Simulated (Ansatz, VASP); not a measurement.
# PbS: VASP beside Ansatz

The input INCAR:

```
SYSTEM = PbS
PREC = Accurate ; ENCUT = 520
EDIFF = 1E-8 ; ISMEAR = -1
SIGMA = 0.01 ; LREAL = .FALSE.
LASPH = .TRUE. ; NELM = 80
ALGO = Normal ; ISIF = 2
LWAVE = .FALSE. ; LCHARG = .FALSE.
LEFG = .TRUE. ; NBANDS = 17
```

Contents of KPOINTS:

```
Automatic mesh
0
G
  8 8 8
  0 0 0
```

The input POSCAR:

```
PbS
1.0
    0.0000000000      2.9650000000      2.9946500000
    2.9650000000      0.0000000000      2.9946500000
    2.9650000000      2.9650000000      0.0000000000
Pb S
1 1
Direct
    0.0000000000      0.0000000000      0.0000000000
    0.5000000000      0.5000000000      0.5000000000
```

Input for Ansatz:

```yaml
crystal:
  lattice:
    - [0.0, 2.965, 2.99465]
    - [2.965, 0.0, 2.99465]
    - [2.965, 2.965, 0.0]
  atoms:
    - { symbol: Pb, position: [0.0, 0.0, 0.0] }
    - { symbol: S, position: [0.5, 0.5, 0.5] }
kpoints:
  mp_grid: { grid: [8, 8, 8] }
scf:
  occupations: { method: fermi_dirac, width: 0.01 }
hamiltonian:
  xc: lda
  pseudopotentials: { kind: all_electron, datasets: crystal }
output:
  forces: true
  stress: true
  eigenvalues: true
  efg: { contact_densities: true }
```

Change from the starting cell: zz strain of +1 %, crystal datasets.

Alike in both runs: task electric field gradients; functional LDA; k mesh 8 × 8 × 8; occupations fermi-dirac, width 0.01 eV; no spin polarisation.

```csv
,VASP,Ansatz
version,VASP 6.6.1,Ansatz 0.2.0
potentials or method,"VASP PAW LDA potentials, release 64 (Pb_d, S), cutoff 520 eV","all-electron PAW with datasets made for the crystal, scalar-relativistic"
```

Ansatz gave:

- pressure (GPa): -3.0
- traceless stress, the component that is largest in VASP (GPa): -0.74
- size of Vzz on the site where it differs most (V/Å²): 31.9

**Question.** What did VASP give for the same quantities?

**Answer.** Pressure (GPa): -3.0; traceless stress, the component that is largest in VASP (GPa): -0.75; size of Vzz on the site where it differs most (V/Å²): 29.2.

LDA's correlation is that of Perdew and Zunger in VASP and of Perdew and Wang (1992) in Ansatz. Ansatz ran all-electron here, and VASP with PAW potentials.

Spin-orbit coupling is off throughout.
